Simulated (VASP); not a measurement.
Here is a VASP 6.6.1 calculation.

INCAR

```
SYSTEM = Ga4As3P
ALGO     = Normal         ! electronic algorithm
EDIFF    = 1E-7           ! SCF threshold, eV
EDIFFG   = -0.03          ! ionic threshold
ENCUT    = 500            ! plane-wave cutoff, eV
GGA      = PS             ! functional
GGA_COMPAT= .False.      
IBRION   = 2              ! ionic algorithm
ISIF     = 8              ! what is computed and relaxed
ISMEAR   = -1             ! smearing method
ISYM     = -1           
KPAR     = 1            
LASPH    = .True.         ! aspherical terms in the spheres
LCHARG   = .False.        ! write CHGCAR
LREAL    = Auto         
LWAVE    = .False.        ! write WAVECAR
NELM     = 120            ! most SCF steps
NELMIN   = 4            
NSW      = 100            ! ionic steps
PREC     = Accurate       ! precision mode
SIGMA    = 0.05           ! smearing width, eV
```

File KPOINTS:

```
explicit points
1
Reciprocal
  0.25000000   0.25000000   0.25000000 1
```

The input POSCAR:

```
Ga4As3P
1.0
   11.2092440000      0.0000000000      0.0000000000
    0.0000000000     11.2092440000      0.0000000000
    0.0000000000      0.0000000000     11.2092440000
Ga As P
32 24 8
Direct
    0.0015910000      0.0006320000      0.0023430000
    0.9980420000      0.0017820000      0.4992020000
    0.9985920000      0.5003880000      0.9987350000
    0.0026790000      0.4994430000      0.5002220000
    0.4965600000      0.9991720000      0.0014410000
    0.5011400000      0.9994990000      0.4996190000
    0.5010560000      0.5008450000      0.0003070000
    0.4970140000      0.4966150000      0.4978800000
    0.2491200000      0.2481560000      0.9976680000
    0.2470790000      0.2534680000      0.5001040000
    0.2492220000      0.7457330000      0.0031610000
    0.2503140000      0.7481210000      0.4981030000
    0.7497480000      0.2525370000      0.9996750000
    0.7500380000      0.2515000000      0.4985570000
    0.7520060000      0.7480310000      0.9983390000
    0.7492110000      0.7523630000      0.4978140000
    0.2470490000      0.0003900000      0.2503550000
    0.2534630000      0.9986460000      0.7499750000
    0.2499310000      0.4975790000      0.2499840000
    0.2503870000      0.4998220000      0.7508110000
    0.7493630000      0.0018160000      0.2519670000
    0.7501400000      0.9971100000      0.7475830000
    0.7508900000      0.4975920000      0.2512250000
    0.7489490000      0.5003410000      0.7515470000
    0.9997360000      0.2498100000      0.2485330000
    0.9977590000      0.2514570000      0.7516750000
    0.0041250000      0.7501630000      0.2497740000
    0.0024810000      0.7503360000      0.7529880000
    0.4988800000      0.2478180000      0.2467090000
    0.5000320000      0.2506240000      0.7501840000
    0.5032440000      0.7505440000      0.2550080000
    0.4961310000      0.7494130000      0.7495570000
    0.1232730000      0.1239710000      0.1258430000
    0.1231770000      0.1244830000      0.6280210000
    0.1241870000      0.6259520000      0.1267860000
    0.6273860000      0.1218860000      0.1230820000
    0.6249440000      0.1254420000      0.6243800000
    0.6247760000      0.6262520000      0.1235760000
    0.6227530000      0.6263030000      0.6244320000
    0.3756350000      0.3758870000      0.1232240000
    0.3714710000      0.3748100000      0.6257170000
    0.3771150000      0.8745160000      0.1270300000
    0.8739630000      0.3749420000      0.1265600000
    0.8728410000      0.3736590000      0.6243270000
    0.8753890000      0.8719130000      0.6254520000
    0.3722830000      0.1296170000      0.3760080000
    0.8749330000      0.1233280000      0.3764160000
    0.8743670000      0.1289190000      0.8748350000
    0.8740260000      0.6251790000      0.3758800000
    0.8749320000      0.6252420000      0.8727640000
    0.1267340000      0.8764140000      0.3738780000
    0.1236050000      0.8756230000      0.8750700000
    0.6267920000      0.3775230000      0.3767500000
    0.6237820000      0.3749880000      0.8779780000
    0.6266780000      0.8747370000      0.3749600000
    0.6239430000      0.8766880000      0.8740990000
    0.1256090000      0.6244230000      0.6246360000
    0.3731400000      0.8718940000      0.6253370000
    0.8753810000      0.8713960000      0.1250480000
    0.3773520000      0.1257320000      0.8758290000
    0.3763290000      0.6303820000      0.3741160000
    0.3712080000      0.6252690000      0.8771810000
    0.1272750000      0.3740770000      0.3769240000
    0.1258700000      0.3745040000      0.8748510000
```

Potentials or basis: VASP PAW PBE potentials, release 64 (Ga_d, As, P).

The run is started by

```console
$ cat potpaw_PBE.64/Ga_d/POTCAR potpaw_PBE.64/As/POTCAR potpaw_PBE.64/P/POTCAR > POTCAR
$ mpirun -np 4 vasp_std > vasp.out
```

(1) Estimate the relaxed volume.

(2) What does it give for the relaxed cell?

Answers

(1) 22.01 Å³/atom.

(2) a = 11.210 Å, b = 11.210 Å, c = 11.210 Å, α = 90.00°, β = 90.00°, γ = 90.00°.

Caveat: the PAW data sets were made with another functional, which shifts forces and pressure a little.
